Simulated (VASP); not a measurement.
Set up this calculation in VASP 6.6.1, as the native input.

```yaml
Task: single point
Functional: PBEsol
Potentials_or_basis: VASP PAW PBE potentials, release 64 (Zr_sv)
Cutoff: 520 eV
k_mesh: 18 × 18 × 18
Occupations: gaussian, width 0.15 eV
Spin: no spin polarisation
Dipole_correction: no
Further_INCAR_settings: ALGO = Fast; EDIFF = 1e-06; NBANDS = 12
```

The structure of Zr lies in POSCAR:

```
Zr
1.0
   -0.0563750000      2.2550000000      2.2550000000
    2.2550000000     -0.0563750000      2.2550000000
    2.1986250000      2.1986250000      0.0000000000
Zr
1
Direct
    0.0000000000      0.0000000000      0.0000000000
```

This cell differs from its parent crystal: strain -0.0500 x Voigt [0, 0, 0, 0, 0, 1].

One way to write it, as run:

INCAR

```
PREC = Accurate
ENCUT = 520
EDIFF = 1E-6
ISMEAR = 0
SIGMA = 0.15
LREAL = False
LASPH = True
NELM = 60
ALGO = Fast
ISIF = 2
LWAVE = False
LCHARG = False
GGA = PS
NBANDS = 12
```

KPOINTS

```
regular mesh
0
Gamma
  18 18 18
```

Potentials or basis: VASP PAW PBE potentials, release 64 (Zr_sv).

Launch:

```sh
$ cat potpaw_PBE.64/Zr_sv/POTCAR > POTCAR
$ mpirun -np 1 vasp_std > vasp.out
```

Results of the run:

* Pressure: -2.6 GPa
* Band gap on the k mesh: zero (band 6 reaches 9.71 eV, above the bottom of band 7 at 8.32 eV)

Caveat: the cell differs from its parent crystal (strain -0.0500 x Voigt [0, 0, 0, 0, 0, 1]); the PAW data sets were made with another functional, which shifts forces and pressure a little.

Run time: 2.5 min on 1 thread of Intel Xeon 6975P-C, with other jobs on the host, peak memory 0.33 GiB.
